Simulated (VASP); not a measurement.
# In3GeO2: single point with PBE

The system is In3GeO2.

```xyz
6
Lattice="4.1511 0.0000 0.0000 -2.0755 3.5949 0.0000 0.0000 0.0000 7.9157" Properties=species:S:1:pos:R:3 pbc="T T T"
In    0.0000    2.3966    5.2212
In    2.0755    1.1983    5.2212
In    0.0000    0.0000    7.2303
Ge    0.0000    0.0000    2.0121
O     0.0000    2.3966    7.3639
O     2.0755    1.1983    7.3639
```

The cell was built from a structure type or drawn by symmetry, and may not be a known phase.

```json
{
  "Program": "VASP 6.6.1",
  "Task": "single point",
  "Functional": "PBE",
  "Potentials or basis": "VASP PAW PBE potentials, release 64 (In_d, Ge_d, O)",
  "Cutoff": "520 eV",
  "k mesh": "6 × 6 × 2",
  "Occupations": "gaussian, width 0.1 eV",
  "Spin": "no spin polarisation",
  "Dipole correction": "no",
  "Further INCAR settings": "ALGO = Normal; EDIFF = 1e-07; NBANDS = 42"
}
```

```json
{"Pressure": "19.5 GPa", "Largest force": "2.060 eV/Å", "Band gap on the k mesh": "zero (an odd number of electrons rules out a gap without spin polarisation)"}
```

Forces in eV/Å, atoms in the order of the input:
```
In   0.000  0.000 -1.584
In   0.000  0.000 -1.584
In   0.000  0.000  2.060
Ge   0.000  0.000  0.777
O    0.000  0.000  0.165
O    0.000  0.000  0.165
```

Stress tensor (GPa, compression positive):
```
25.17  0.00  0.00
 0.00 25.17  0.00
 0.00  0.00  8.03
```

Levels at points of the mesh, in eV from the Fermi level:
```tsv
k point	band 30	band 31	band 32	band 33	band 34	band 35
(0.00, 0.00, 0.00)	-1.96	-1.89	1.33	2.24	2.24	2.28
(0.50, 0.00, 0.00)	-1.50	-0.30	-0.21	-0.09	0.22	1.47
(0.00, 0.00, 0.50)	-1.89	-1.61	0.24	2.22	2.22	2.26
(0.50, 0.00, 0.50)	-1.74	-0.85	-0.38	-0.15	-0.09	1.43
```

Run time: 2.2 min on 1 thread of Intel(R) Xeon(R) Platinum 8259CL CPU @ 2.50GHz (Skylake/Cascade Lake), with other jobs on the host, peak memory 0.26 GiB.

Caveat: the k points lie up to 0.40 Å⁻¹ apart, too coarse for converged energies and pressures of a metal; spin-orbit coupling is left out, which moves the levels of the heavy elements; an odd number of electrons without spin polarisation forces a metal; a magnetic or distorted state may lie lower.
